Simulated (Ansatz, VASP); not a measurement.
Hf4H3 in VASP and in Ansatz

```
Hf H
1.0
     3.22721    0.00000    0.00000
    -1.61361    2.79485    0.00000
     0.00000    0.00000   10.83462
Hf H
4 3
Direct
  0.00000 0.00000 0.98221
  0.33333 0.66667 0.25439
  0.66667 0.33333 0.51255
  0.33333 0.66667 0.74563
  0.33333 0.66667 0.06464
  0.00000 0.00000 0.18085
  0.66667 0.33333 0.32223
```

Alike in both runs: functional PBE; k mesh 6 × 6 × 2; occupations gaussian, width 0.2 eV; no spin polarisation.

Ansatz relaxed the structure, and its values are those at the end. VASP's run is a single point on that final structure, the one shown.

|  | VASP | Ansatz |
| --- | --- | --- |
| version | VASP 6.6.1 | Ansatz 0.2.0 |
| potentials or method | VASP PAW PBE potentials, release 64 (Hf_pv, H), cutoff 520 eV | scalar-relativistic, plane waves, PAW |
| valence electrons in the cell | 43 | 107 |

```tsv
	VASP	Ansatz	Ansatz less VASP
gap on the k mesh at the Fermi level (eV)	none	none	-
pressure (GPa)	-0.6	0.0	+0.59
rms of the force components (eV/Å)	0.015	0.015	-0.0001
```

A gap of «none» marks a metal or a gap that the smearing closes. With one functional, cell and mesh, what is left measures potentials, basis and numerics. VASP's potentials hold 43 valence electrons a cell and Ansatz's 107, so a difference there can come from the potentials and not from the codes.

The k mesh is coarse, so the values compare programs but aren't converged. Spin-orbit coupling is off throughout.
